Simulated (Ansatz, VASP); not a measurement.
## Two plane-wave programs on Ca

```
Ca
1.0
    -3.06454    3.06454    4.21491
     3.06454   -3.06454    4.21491
     3.06454    3.06454   -4.21491
Ca
3
Direct
  0.75000 0.25000 0.50000
  0.25000 0.75000 0.50000
  0.00000 0.00000 0.00000
```

Alike in both runs: functional PBE; k mesh 10 × 10 × 10; occupations gaussian, width 0.1 eV; no spin polarisation.

Ansatz relaxed the structure, and its values are those at the end. VASP's run is a single point on that final structure, the one shown.

```csv
,VASP,Ansatz
version,VASP 6.6.1,Ansatz 0.2.0
potentials or method,"VASP PAW PBE potentials, release 64 (Ca_sv), cutoff 520 eV","scalar-relativistic, plane waves, PAW"
valence electrons in the cell,30,30
```

|  | VASP | Ansatz | Ansatz less VASP |
| --- | --- | --- | --- |
| gap on the k mesh at the Fermi level (eV) | none | none | - |
| pressure (GPa) | 0.0 | 0.0 | 0.00 |

A gap of «none» marks a metal or a gap that the smearing closes.
